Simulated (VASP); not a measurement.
Here is a VASP 6.6.1 calculation.

Contents of INCAR:

```
SYSTEM = CdSe
PREC     = Accurate       ! precision mode
ENCUT    = 520            ! plane-wave cutoff, eV
EDIFF    = 1E-6           ! SCF threshold, eV
ISMEAR   = -1             ! smearing method
SIGMA    = 0.05           ! smearing width, eV
LREAL    = .FALSE.        ! projectors in reciprocal space
LASPH    = .TRUE.         ! aspherical terms in the spheres
NELM     = 150            ! most SCF steps
ALGO     = Normal         ! electronic algorithm
ISIF     = 2              ! what is computed and relaxed
LWAVE    = .FALSE.        ! write WAVECAR
LCHARG   = .FALSE.        ! write CHGCAR
MAGMOM   = 0 0 0 0 0 0 0 0 0 0 0 0 ! initial moments
LORBIT   = 11             ! projections on sites
LSORBIT  = .TRUE.         ! spin-orbit coupling
GGA_COMPAT= .FALSE.      
LORBMOM  = .TRUE.       
NBANDS   = 50             ! bands
```

The input KPOINTS:

```
regular mesh
0
G
  7 7 4
  0 0 0
```

Contents of POSCAR:

```
CdSe
1.0
    4.3000000000      0.0000000000      0.0000000000
   -2.1500000000      3.7239092363      0.0000000000
    0.0000000000      0.0000000000      7.0200000000
Cd Se
2 2
Direct
    0.6666666667      0.3333333333      0.5000000000
    0.3333333333      0.6666666667      0.0000000000
    0.6666666667      0.3333333333      0.8850000000
    0.3333333333      0.6666666667      0.3850000000
```

Potentials or basis: VASP PAW LDA potentials, release 64 (Cd, Se).

Command:

```bash
$ cat potpaw_LDA.64/Cd/POTCAR potpaw_LDA.64/Se/POTCAR > POTCAR
$ mpirun -np 1 vasp_ncl > vasp.out
```

Question: Estimate the pressure.

Answer: -1.4 GPa.

Question: Predict the largest force.

Answer: 0.265 eV/Å.

Question: Predict the net moment.

Answer: 0.00 μB per cell.

Forces in eV/Å, atoms in the order of the input:
```
Cd   0.000  0.000  0.265
Cd   0.000  0.000  0.265
Se   0.000  0.000 -0.265
Se   0.000  0.000 -0.265
```
